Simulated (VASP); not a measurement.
## Li: relaxation of cell and atoms with PBEsol

Crystal: Li.

```xyz
1
Lattice="-1.7547 1.7547 1.7547 1.7547 -1.7547 1.7547 1.7547 1.7547 -1.7547" Properties=species:S:1:pos:R:3 pbc="T T T"
Li    0.0000    0.0000    0.0000
```

```json
{
 "Program": "VASP 6.6.1",
 "Task": "relaxation of cell and atoms",
 "Functional": "PBEsol",
 "Potentials or basis": "VASP PAW PBE potentials, release 64 (Li_sv)",
 "Cutoff": "600 eV",
 "k mesh": "11 × 11 × 11",
 "Occupations": "fermi-dirac, width 0.05 eV",
 "Spin": "no spin polarisation",
 "Target pressure": "5 GPa",
 "Dipole correction": "no",
 "Further INCAR settings": "ALGO = Normal; EDIFF = 1e-07; IBRION = 2; EDIFFG = -0.01; NSW = 60; ISIF = 3"
}
```

```json
{
  "Relaxed volume": "15.76 Å³/atom",
  "Relaxed cell": "a = 2.735 Å, b = 2.735 Å, c = 2.735 Å, α = 109.47°, β = 109.47°, γ = 109.47°",
  "Space group after relaxing (to 0.05 Å)": "Im-3m (No. 229)",
  "Energy change on relaxing (the enthalpy is what falls)": "+49.6 meV/atom",
  "Ionic steps": "5",
  "Pressure after relaxing": "5.0 GPa"
}
```

Step by step:
| step | energy change (eV) | largest force (eV/Å) | pressure (GPa) | volume (Å³) |
| --- | --- | --- | --- | --- |
| 1 | 0.0000 | 0.0000 | -0.93 | 21.61 |
| 2 | -0.0037 | 0.0000 | 0.58 | 19.20 |
| 3 | 0.0248 | 0.0000 | 3.36 | 16.72 |
| 4 | 0.0543 | 0.0000 | 5.27 | 15.61 |
| 5 | 0.0496 | 0.0000 | 4.99 | 15.76 |

Final structure:
```
CELL_PARAMETERS angstrom
-1.57927 1.57927 1.57927
1.57927 -1.57927 1.57927
1.57927 1.57927 -1.57927
ATOMIC_POSITIONS crystal
Li 0.00000 0.00000 0.00000
```

Levels at points of the mesh, in eV from the Fermi level:
```
           k point  band 1  band 2  band 3  band 4  band 5
(0.00, 0.00, 0.00)  -45.52   -3.88   17.43   17.43   17.43
```

Run time: 24 s on 1 thread of AMD EPYC 7R13 Processor (Zen 3), with other jobs on the host, peak memory 0.1 GiB.

Caveat: the cutoff is under 1.25 times the usual one of these potentials, so pressure, stress and relaxed cells hold a basis-set (Pulay) error; the cell is relaxed towards a set pressure, so the enthalpy falls and the energy may rise; the volume moved by over 15 % at a fixed basis, so the end points are rough; the PAW data sets were made with another functional, which shifts forces and pressure a little.
